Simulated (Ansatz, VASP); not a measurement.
# MgS: VASP beside Ansatz

Contents of INCAR:

```
SYSTEM = MgS
PREC = Accurate
ENCUT = 600
EDIFF = 1E-6
ISMEAR = 0
SIGMA = 0.01
LREAL = .FALSE.
LASPH = .TRUE.
NELM = 120
ALGO = Normal
ISIF = 2
LWAVE = .FALSE.
LCHARG = .FALSE.
GGA = PS
NBANDS = 11
GGA_COMPAT = .FALSE.
```

KPOINTS

```
regular mesh
0
G
  6 6 6
  0 0 0
```

File POSCAR:

```
MgS
1.0
    0.0000000000      2.6171221403      2.5775380927
    2.6171221403      0.0000000000      2.5775380927
    2.6171221403      2.6171221403      0.0000000000
Mg S
1 1
Direct
    0.0000000000      0.0000000000      0.0000000000
    0.5000000000      0.5000000000      0.5000000000
```

Input for Ansatz:

```yaml
crystal:
  lattice:
    - [0.0, 2.6171221401, 2.5775380883]
    - [2.6171221401, 0.0, 2.5775380883]
    - [2.6171221401, 2.6171221401, 0.0]
  atoms:
    - { symbol: Mg, position: [0.0, 0.0, 0.0] }
    - { symbol: S, position: [0.5, 0.5, 0.5] }
basis:
  ecutwfc: 600.0
kpoints:
  mp_grid: { grid: [6, 6, 6] }
  band_path:
    path:
      - [0.0, 0.0, 0.0]
      - [0.0, 0.0, 0.0]
      - [0.5, 0.5, 0.0]
      - [0.0, 0.5, 0.5]
      - [0.5, 0.5, 0.5]
      - [0.0, 0.0, 0.5]
      - [0.5, 0.5, 0.5]
      - [0.0, 0.0, 0.5]
    npoints: 1
hamiltonian:
  xc: pbesol
  pseudopotentials: { kind: paw, azcp: { folder: soft_1 } }
scf:
  occupations: { method: fixed }
  n_extra_bands: 5
output:
  forces: true
  stress: true
  eigenvalues: true
```

Alike in both runs: task single point; functional PBEsol; k mesh 6 × 6 × 6; no spin polarisation.

```csv
,VASP,Ansatz
version,VASP 6.6.1,Ansatz 0.2.0
potentials or method,"VASP PAW PBE potentials, release 64 (Mg, S), cutoff 600 eV","scalar-relativistic, plane waves, PAW"
occupations,"gaussian, width 0.01 eV",fixed
valence electrons in the cell,8,16
```

Ansatz gave:

```
gap on the k mesh at the Fermi level (eV)                     : 2.62
least direct gap on the mesh (eV)                             : 3.55
pressure (GPa)                                                : -1.1
traceless stress, the component that is largest in VASP (GPa) : 1.07
```

Q: Estimate VASP's values.

A: gap on the k mesh at the Fermi level (eV): 2.62; least direct gap on the mesh (eV): 3.55; pressure (GPa): -1.3; traceless stress, the component that is largest in VASP (GPa): 1.06.

VASP's potentials were made for PBE, not for PBEsol, and Ansatz warns of the same on its side. VASP's potentials hold 8 valence electrons a cell and Ansatz's 16, so a difference there can come from the potentials and not from the codes.
